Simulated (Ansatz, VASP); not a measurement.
# RbCl in VASP and in Ansatz

```
CELL_PARAMETERS angstrom
0.00000 3.34896 3.34896
3.34896 0.00000 3.34896
3.34896 3.34896 0.00000
ATOMIC_POSITIONS crystal
Rb 0.00000 0.00000 0.00000
Cl 0.50000 0.50000 0.50000
```

Alike in both runs: task single point; functional PBE; k mesh 10 × 10 × 10; occupations fermi-dirac, width 0.05 eV; non-collinear spin, spin-orbit coupling.

```csv
,VASP,Ansatz
version,VASP 6.6.1,Ansatz 0.2.0
potentials or method,"VASP PAW PBE potentials, release 64 (Rb_sv, Cl), cutoff 500 eV",all-electron LAPW
```

```tsv
	VASP	Ansatz	Ansatz less VASP
pressure (GPa)	0.0	0.0	+0.01
net moment per atom (μB)	0.00	0.00	0.000
```

Ansatz ran all-electron here, and VASP with PAW potentials.
